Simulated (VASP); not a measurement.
# Si in VASP: notebook

Si is run at these levels: r2SCAN; tasks: single point.

Program: VASP 6.6.1. These are calculated values, not measurements. Logs are shortened: lines on timing, memory, paths and dates and some standing lists are left out, and cuts for length are marked.

### 1 The cell of the first run

It takes space group Fd-3m (No. 227, cubic). The conventional cell has a = 5.009 Å, b = 5.009 Å, c = 5.009 Å, α = 90.00°, β = 90.00°, γ = 90.00°. Si (site symmetry -43m) has 4 Si at 2.17 Å within 2.9 Å.

### 2 Single point, r2SCAN (strain -0.080 along x and y, -0.080 along z)

Contents of POSCAR:

```
Si
1.0
    0.0000000000      2.5043369141      2.5043369141
    2.5043369141      0.0000000000      2.5043369141
    2.5043369141      2.5043369141      0.0000000000
Si
2
Direct
    0.5000000000      0.5000000000      0.5000000000
    0.7500000000      0.7500000000      0.7500000000
```

Contents of INCAR.step1:

```
SYSTEM = Si
ALGO = Normal ; EDIFF = 1E-4
ENCUT = 520 ; GGA = PE
ISMEAR = 0 ; LASPH = .True.
LCHARG = .False. ; LREAL = .False.
LWAVE = .True. ; NBANDS = 11
NELM = 60 ; PREC = Accurate
SIGMA = 0.05
```

Contents of INCAR.step2:

```
SYSTEM = Si
ALGO = Normal ; EDIFF = 1E-7
ENCUT = 520 ; ISIF = 2
ISMEAR = 0 ; ISTART = 1
LASPH = .True. ; LCHARG = .False.
LMIXTAU = .True. ; LREAL = .False.
LWAVE = .False. ; METAGGA = R2SCAN
NBANDS = 11 ; NELM = 60
PREC = Accurate ; SIGMA = 0.05
```

Contents of KPOINTS:

```
k-points
0
Gamma
  8 8 8
  0 0 0
```

Potentials or basis: VASP PAW PBE potentials, release 64 (Si).

Launch:

```console
> cat potpaw_PBE.64/Si/POTCAR > POTCAR
> cp INCAR.step1 INCAR
> mpirun -np 1 vasp_std > vasp.out
> cp INCAR.step2 INCAR
> mpirun -np 1 vasp_std > vasp.out
```

OUTCAR:

```text
SYSTEM = Si
   EDIFF = 1E-7
   ENCUT = 520
   ISIF = 2
   ISMEAR = 0
   ISTART = 1
   LASPH = .True.
   LREAL = .False.
   METAGGA = R2SCAN
   NELM = 60
   PREC = Accurate

 ion  position               nearest neighbor table
   1  0.500  0.500  0.500-   2 2.17   2 2.17   2 2.17   2 2.17
   2  0.750  0.750  0.750-   1 2.17   1 2.17   1 2.17   1 2.17

  LATTYP: Found a face centered cubic cell.
 ALAT       =     5.0086738282

  Lattice vectors:

 A1 = (   0.0000000000,   2.5043369141,   2.5043369141)
 A2 = (   2.5043369141,   0.0000000000,   2.5043369141)
 A3 = (   2.5043369141,   2.5043369141,   0.0000000000)

Analysis of symmetry for initial positions (statically):
=====================================================================
 Subroutine PRICEL returns:
 Original cell was already a primitive cell.

 Routine SETGRP: Setting up the symmetry group for a
 face centered cubic supercell.

 Subroutine GETGRP returns: Found 48 space group operations
 (whereof 24 operations were pure point group operations)
 out of a pool of 48 trial point group operations.

The static configuration has the point symmetry T_d .
 The point group associated with its full space group is O_h .

Analysis of symmetry for dynamics (positions and initial velocities):
=====================================================================
 Subroutine PRICEL returns:
 Original cell was already a primitive cell.

 Routine SETGRP: Setting up the symmetry group for a
 face centered cubic supercell.

 Subroutine GETGRP returns: Found 48 space group operations
 (whereof 24 operations were pure point group operations)
 out of a pool of 48 trial point group operations.

The dynamic configuration has the point symmetry T_d .
 The point group associated with its full space group is O_h .

 Subroutine INISYM returns: Found 48 space group operations
 (whereof 24 operations are pure point group operations),
 and found     1 'primitive' translations

----------------------------------------------------------------------------------------

                                     Primitive cell

  volume of cell :      31.4129

  direct lattice vectors                    reciprocal lattice vectors
     0.000000000  2.504336914  2.504336914    -0.199653648  0.199653648  0.199653648
     2.504336914  0.000000000  2.504336914     0.199653648 -0.199653648  0.199653648
     2.504336914  2.504336914  0.000000000     0.199653648  0.199653648 -0.199653648

  length of vectors
     3.541667229  3.541667229  3.541667229     0.345810262  0.345810262  0.345810262

  position of ions in fractional coordinates (direct lattice)
     0.500000000  0.500000000  0.500000000
     0.750000000  0.750000000  0.750000000

  ion indices of the primitive-cell ions
   primitive index   ion index
                 1           1
                 2           2

----------------------------------------------------------------------------------------

 KPOINTS: k-points

Automatic generation of k-mesh.
 Grid dimensions read from file:
 generate k-points for:    8    8    8

 Generating k-lattice:

  Cartesian coordinates                     Fractional coordinates (reciprocal lattice)
    -0.024956706  0.024956706  0.024956706     0.125000000  0.000000000  0.000000000
     0.024956706 -0.024956706  0.024956706     0.000000000  0.125000000  0.000000000
     0.024956706  0.024956706 -0.024956706     0.000000000  0.000000000  0.125000000

  Length of vectors
     0.043226283  0.043226283  0.043226283

  Shift w.r.t. Gamma in fractional coordinates (k-lattice)
     0.000000000  0.000000000  0.000000000

 Subroutine IBZKPT returns following result:
 ===========================================

 Found     29 irreducible k-points:

 Following reciprocal coordinates:
            Coordinates               Weight
  0.000000  0.000000  0.000000      1.000000
  0.125000  0.000000  0.000000      8.000000
  0.250000  0.000000  0.000000      8.000000
  0.375000  0.000000  0.000000      8.000000
  0.500000  0.000000  0.000000      4.000000
  0.125000  0.125000  0.000000      6.000000
[... 16 lines left out ...]
  0.500000  0.250000  0.125000     48.000000
 -0.375000  0.250000  0.125000     24.000000
 [... further k-points ...]
   k-points           NKPTS =     29   k-points in BZ     NKDIM =     29   number of bands    NBANDS=     11
   number of dos      NEDOS =    301   number of ions     NIONS =      2
   total plane-waves  NPLWV =  21952
   dimension x,y,z NGX =    28 NGY =   28 NGZ =   28
   dimension x,y,z NGXF=    56 NGYF=   56 NGZF=   56
   ions per type =               2
   NGX,Y,Z   is equivalent  to a cutoff of  13.14, 13.14, 13.14 a.u.
   NGXF,Y,Z  is equivalent  to a cutoff of  26.29, 26.29, 26.29 a.u.
 SYSTEM =  Si
   PREC   = accura    normal or accurate (medium, high low for compatibility)
   ISTART =      1    job   : 0-new  1-cont  2-samecut
   ICHARG =      0    charge: 1-file 2-atom 10-const
   ISPIN  =      1    spin polarized calculation?
   LNONCOLLINEAR =      F non collinear calculations
   LSORBIT =      F    spin-orbit coupling
   LASPH  =      T    aspherical Exc in radial PAW
   ENCUT  =  520.0 eV  38.22 Ry    6.18 a.u.   6.59  6.59  6.59*2*pi/ulx,y,z
   NELM   =     60;   NELMIN=  2; NELMDL=  0     # of ELM steps
   EDIFF  = 0.1E-06   stopping-criterion for ELM
   LREAL  =      F    real-space projection
   EDIFFG = 0.1E-05   stopping-criterion for IOM
   NSW    =      0    number of steps for IOM
   IBRION =     -1    ionic relax: 0-MD 1-quasi-New 2-CG
   NFREE  =      0    steps in history (QN), initial steepest desc. (CG)
   ISIF   =      2    stress and relaxation
   ISYM   =      2    0-nonsym 1-usesym 2-fastsym
   POTIM  = 0.5000    time-step for ionic-motion
   TEBEG  =    0.0;   TEEND  =   0.0 temperature during run
   PSTRESS=    0.0 pullay stress
   NELECT =       8.0000    total number of electrons
   NUPDOWN=      -1.0000    fix difference up-down
   EMIN   =  10.00;   EMAX   =-10.00  energy-range for DOS
   EFERMI =   0.00;   METHOD = LEGACY
   ISMEAR =     0;   SIGMA  =   0.05  broadening in eV -4-tet -1-fermi 0-gaus
   EFERMI_NEDOS =   21; number of points for ismear=-14 and -15
   IALGO  =     38    algorithm
   IMIX   =      4    mixing-type and parameters
     AMIX     =   0.40;   BMIX     =  1.00
     AMIX_MAG =   1.60;   BMIX_MAG =  1.00
  volume/ion in A,a.u.               =      15.71       105.99
  Fermi-wavevector in a.u.,A,eV,Ry     =   1.037693  1.960955 14.650835  1.076806
  Thomas-Fermi vector in A             =   2.172142
   LORBIT       =      0    0 simple, 1 ext, 2 COOP (PROOUT), +10 PAW based schemes
   METAGGA = R2SCAN    functional components
   LHFCALC =     F    Hartree Fock is set to
   AEXX    =    0.0000 exact exchange contribution
   IVDW    =     0    specifies the selected vdW correction
   LEPSILON=     F    determine dielectric tensor
   LRPA    =     F    only Hartree local field effects (RPA)
 non-spin polarized calculation
 Gauss-broadening in eV      SIGMA  =   0.05
  energy-cutoff  :      520.00
  volume of cell :       31.41
 maximum number of plane-waves:       877
 NGX is ok and might be reduce to    28
   NGX = 13   NGY = 13   NGZ = 13

 number of electron       7.9999999 magnetization

 Free energy of the ion-electron system (eV)
  ---------------------------------------------------
  ext. energy  EPLUGINS =         0.00000000
  ---------------------------------------------------
  free energy    TOTEN  =       -16.65158634 eV

  energy without entropy =      -16.65158633  energy(sigma->0) =      -16.65158634

 E-fermi :   8.6681     XC(G=0): -10.8577

 val. band max:        8.5060737213   @ k =   0.0000   0.0000   0.0000
 cond. band min:       8.8366804796   @ k =   0.5000   0.5000   0.0000
 fundamental gap:      0.3306067583
 Fermi energy:         8.6681096328

 k-point     1 :       0.0000    0.0000    0.0000
  band No.  band energies     occupation
      1      -5.9460      2.00000
      2       8.5061      2.00000
      3       8.5061      2.00000
      4       8.5061      2.00000
      5      11.3331      0.00000
      6      11.3331      0.00000
      7      11.3331      0.00000
      8      15.7020      0.00000
      9      16.6903      0.00000
     10      16.6903      0.00000
     11      18.4514      0.00000

 k-point     2 :       0.1250    0.0000    0.0000
  band No.  band energies     occupation
      1      -5.6835      2.00000
      2       6.6734      2.00000
      3       8.1207      2.00000
      4       8.1207      2.00000
      5      11.7861      0.00000
      6      11.8982      0.00000
      7      11.8982      0.00000
      8      16.1087      0.00000
      9      16.1087      0.00000
     10      16.6405      0.00000
     11      19.3530      0.00000

 k-point     3 :       0.2500    0.0000    0.0000
  band No.  band energies     occupation
      1      -4.9116      2.00000
      2       3.8309      2.00000
      3       7.5310      2.00000
      4       7.5310      2.00000
      5      11.6766      0.00000
      6      12.4049      0.00000
      7      12.4049      0.00000
      8      16.2021      0.00000
      9      16.2021      0.00000
     10      17.9768      0.00000
     11      19.7586      0.00000
[... 267 lines left out ...]
 k-point    23 :       0.5000    0.2500    0.1250
  band No.  band energies     occupation
      1      -3.0442      2.00000
      2       1.6498      2.00000
      3       4.2741      2.00000
      4       5.9576      2.00000
      5      11.6314      0.00000
      6      12.6212      0.00000
      7      14.3188      0.00000
      8      15.7082      0.00000
      9      19.2385      0.00000
     10      20.3343      0.00000
     11      22.5635      0.00000

 k-point    24 :      -0.3750    0.2500    0.1250
  band No.  band energies     occupation
      1      -2.0966      2.00000
      2       0.3008      2.00000
      3       4.1884      2.00000
      4       5.6180      2.00000
      5      11.6741      0.00000
      6      12.2998      0.00000
      7      15.4271      0.00000
      8      17.0749      0.00000
      9      17.4923      0.00000
     10      20.6848      0.00000
     11      23.0137      0.00000

 [... further k-points ...]

------------------------ aborting loop because EDIFF is reached ----------------------------------------

  FORCE on cell =-STRESS in cart. coord.  units (eV):
  Direction    XX          YY          ZZ          XY          YZ          ZX
  --------------------------------------------------------------------------------------
  -------------------------------------------------------------------------------------
  Total        7.8381057      7.8381057      7.8381057     -0.0000000      0.0000000     -0.0000000
  in kB      399.7729812    399.7729812    399.7729812     -0.0000000      0.0000000     -0.0000000
  external PRESSURE =     399.7729812 kB  Pullay stress =       0.0000000 kB

 VOLUME and BASIS-vectors are now :
 -----------------------------------------------------------------------------
  energy-cutoff  :      520.00
  volume of cell :       31.41
      direct lattice vectors                 reciprocal lattice vectors
     0.000000000  2.504336914  2.504336914    -0.199653648  0.199653648  0.199653648
     2.504336914  0.000000000  2.504336914     0.199653648 -0.199653648  0.199653648
     2.504336914  2.504336914  0.000000000     0.199653648  0.199653648 -0.199653648

 POSITION                                       TOTAL-FORCE (eV/Angst)
 -----------------------------------------------------------------------------------
      2.50434      2.50434      2.50434         0.000000      0.000000      0.000000
      3.75651      3.75651      3.75651        -0.000000     -0.000000     -0.000000
 -----------------------------------------------------------------------------------
    total drift:                                0.000000      0.000000     -0.000000

  FREE ENERGIE OF THE ION-ELECTRON SYSTEM (eV)
  ---------------------------------------------------
  free  energy   TOTEN  =       -16.6515863424 eV

  energy  without entropy=      -16.6515863331  energy(sigma->0) =      -16.65158634
```

Run time: 46 s. Hardware: 1 thread of Intel Xeon 8259CL, shared host; peak memory 0.16 GiB.

What came out:

```
Free energy            : -16.6516 eV
Pressure               : 40.0 GPa
Band gap on the k mesh : 0.33 eV (least direct gap 2.83 eV)
```

Levels at points of the mesh, in eV from the valence-band top:
| k point | band 1 | band 2 | band 3 | band 4 | band 5 | band 6 | band 7 | band 8 | band 9 |
| --- | --- | --- | --- | --- | --- | --- | --- | --- | --- |
| (0.00, 0.00, 0.00) | -14.45 | 0.00 | 0.00 | 0.00 | 2.83 | 2.83 | 2.83 | 7.20 | 8.18 |
| (0.50, 0.00, 0.00) | -11.29 | -8.65 | -1.50 | -1.50 | 2.81 | 3.36 | 3.36 | 8.70 | 11.81 |
| (0.50, 0.50, 0.00) | -9.10 | -9.10 | -3.73 | -3.73 | 0.33 | 0.33 | 12.46 | 12.46 | 13.24 |

Caveat: the cell differs from its parent crystal (strain -0.080 along x and y, -0.080 along z); the cell stands under pressure; the PAW data sets were made with another functional, which shifts forces and pressure a little. A k mesh can miss the band edges.

### 3 Single point, r2SCAN (strain -0.040 along x and y, -0.040 along z)

Contents of POSCAR:

```
Si
1.0
    0.0000000000      2.6132211277      2.6132211277
    2.6132211277      0.0000000000      2.6132211277
    2.6132211277      2.6132211277      0.0000000000
Si
2
Direct
    0.5000000000      0.5000000000      0.5000000000
    0.7500000000      0.7500000000      0.7500000000
```

Contents of INCAR.step1:

```
PREC = Accurate
ENCUT = 520
ISMEAR = 0
SIGMA = 0.05
LREAL = F
LASPH = T
NELM = 60
NBANDS = 11
GGA = PE
ALGO = Normal
EDIFF = 1E-4
LWAVE = T
LCHARG = F
```

Contents of INCAR.step2:

```
PREC = Accurate
ENCUT = 520
EDIFF = 1E-6
ISMEAR = 0
SIGMA = 0.05
LREAL = F
LASPH = T
NELM = 60
ALGO = Normal
ISIF = 2
LWAVE = F
LCHARG = F
METAGGA = R2SCAN
LMIXTAU = T
NBANDS = 11
ISTART = 1
```

Contents of KPOINTS:

```
regular mesh
0
Gamma
  8 8 8
```

Potentials or basis: VASP PAW PBE potentials, release 64 (Si).

Launch:

```console
> cat potpaw_PBE.64/Si/POTCAR > POTCAR
> cp INCAR.step1 INCAR
> mpirun -np 1 vasp_std > vasp.out
> cp INCAR.step2 INCAR
> mpirun -np 1 vasp_std > vasp.out
```

Wall time 47 s (1 thread of Intel Xeon 8259CL, shared host); peak memory 0.15 GiB.

The run converged. Its results:

```
Free energy            : -17.3545 eV
Pressure               : 15.0 GPa
Band gap on the k mesh : 0.61 eV (least direct gap 2.80 eV)
```

Levels at points of the mesh, in eV from the valence-band top:
```
           k point  band 2  band 3  band 4  band 5  band 6  band 7
(0.00, 0.00, 0.00)    0.00    0.00    0.00    2.80    2.80    2.80
(0.50, 0.00, 0.00)   -7.87   -1.38   -1.38    2.33    3.51    3.51
(0.50, 0.50, 0.00)   -8.57   -3.34   -3.34    0.67    0.67   11.97
```

Caveat: the cell differs from its parent crystal (strain -0.040 along x and y, -0.040 along z); the cell stands under pressure; the PAW data sets were made with another functional, which shifts forces and pressure a little. A k mesh can miss the band edges.

### 4 Single point, r2SCAN (strain +0.040 along x and y, +0.040 along z)

Contents of POSCAR:

```
Si
1.0
    0.0000000000      2.8309895551      2.8309895551
    2.8309895551      0.0000000000      2.8309895551
    2.8309895551      2.8309895551      0.0000000000
Si
2
Direct
    0.5000000000      0.5000000000      0.5000000000
    0.7500000000      0.7500000000      0.7500000000
```

Contents of INCAR.step1:

```
ALGO = Normal
EDIFF = 1E-4
ENCUT = 520
GGA = PE
ISMEAR = 0
LASPH = True
LCHARG = False
LREAL = False
LWAVE = True
NBANDS = 11
NELM = 100
PREC = Accurate
SIGMA = 0.05
```

Contents of INCAR.step2:

```
ALGO = Normal
EDIFF = 1E-7
ENCUT = 520
ISIF = 2
ISMEAR = 0
ISTART = 1
LASPH = True
LCHARG = False
LMIXTAU = True
LREAL = False
LWAVE = False
METAGGA = R2SCAN
NBANDS = 11
NELM = 100
PREC = Accurate
SIGMA = 0.05
```

Contents of KPOINTS:

```
k-points
0
Gamma
  8 8 8
```

Potentials or basis: VASP PAW PBE potentials, release 64 (Si).

Launch:

```console
> cat potpaw_PBE.64/Si/POTCAR > POTCAR
> cp INCAR.step1 INCAR
> mpirun -np 1 vasp_std > vasp.out
> cp INCAR.step2 INCAR
> mpirun -np 1 vasp_std > vasp.out
```

OUTCAR:

```text
EDIFF = 1E-7
   ENCUT = 520
   ISIF = 2
   ISMEAR = 0
   ISTART = 1
   LASPH = True
   LREAL = False
   METAGGA = R2SCAN
   NELM = 100
   PREC = Accurate

 ion  position               nearest neighbor table
   1  0.500  0.500  0.500-   2 2.45   2 2.45   2 2.45   2 2.45
   2  0.750  0.750  0.750-   1 2.45   1 2.45   1 2.45   1 2.45

  LATTYP: Found a face centered cubic cell.
 ALAT       =     5.6619791102

  Lattice vectors:

[... 525 lines left out ...]

------------------------ aborting loop because EDIFF is reached ----------------------------------------

  FORCE on cell =-STRESS in cart. coord.  units (eV):
  Direction    XX          YY          ZZ          XY          YZ          ZX
  --------------------------------------------------------------------------------------
  -------------------------------------------------------------------------------------
  Total       -2.5613442     -2.5613442     -2.5613442      0.0000000      0.0000000      0.0000000
  in kB      -90.4344150    -90.4344150    -90.4344150      0.0000000      0.0000000      0.0000000
  external PRESSURE =     -90.4344150 kB  Pullay stress =       0.0000000 kB

 VOLUME and BASIS-vectors are now :
 -----------------------------------------------------------------------------
  energy-cutoff  :      520.00
  volume of cell :       45.38
      direct lattice vectors                 reciprocal lattice vectors
     0.000000000  2.830989555  2.830989555    -0.176616688  0.176616688  0.176616688
     2.830989555  0.000000000  2.830989555     0.176616688 -0.176616688  0.176616688
     2.830989555  2.830989555  0.000000000     0.176616688  0.176616688 -0.176616688

 POSITION                                       TOTAL-FORCE (eV/Angst)
 -----------------------------------------------------------------------------------
      2.83099      2.83099      2.83099         0.000000      0.000000     -0.000000
      4.24648      4.24648      4.24648        -0.000000     -0.000000      0.000000
 -----------------------------------------------------------------------------------
    total drift:                                0.000000     -0.000000     -0.000000

  FREE ENERGIE OF THE ION-ELECTRON SYSTEM (eV)
  ---------------------------------------------------
  free  energy   TOTEN  =       -17.3860642957 eV

  energy  without entropy=      -17.3860642957  energy(sigma->0) =      -17.38606430
```

It took 86 s on 1 thread of Intel Xeon 8259CL, shared host; peak memory 0.16 GiB.

What came out:

```
Free energy            : -17.3861 eV
Pressure               : -9.0 GPa
Band gap on the k mesh : 0.98 eV (least direct gap 2.51 eV)
```

Levels at points of the mesh, in eV from the valence-band top:
| k point | band 1 | band 2 | band 3 | band 4 | band 5 | band 6 | band 7 | band 8 |
| --- | --- | --- | --- | --- | --- | --- | --- | --- |
| (0.00, 0.00, 0.00) | -11.68 | 0.00 | 0.00 | 0.00 | 2.51 | 2.69 | 2.69 | 2.69 |
| (0.50, 0.00, 0.00) | -9.54 | -6.71 | -1.16 | -1.16 | 1.41 | 3.62 | 3.62 | 8.09 |
| (0.50, 0.50, 0.00) | -7.77 | -7.77 | -2.68 | -2.68 | 1.13 | 1.13 | 9.77 | 9.77 |

Caveat: the cell differs from its parent crystal (strain +0.040 along x and y, +0.040 along z); the cell stands under tension; the PAW data sets were made with another functional, which shifts forces and pressure a little. A k mesh can miss the band edges.

[end of part 1 of 2]
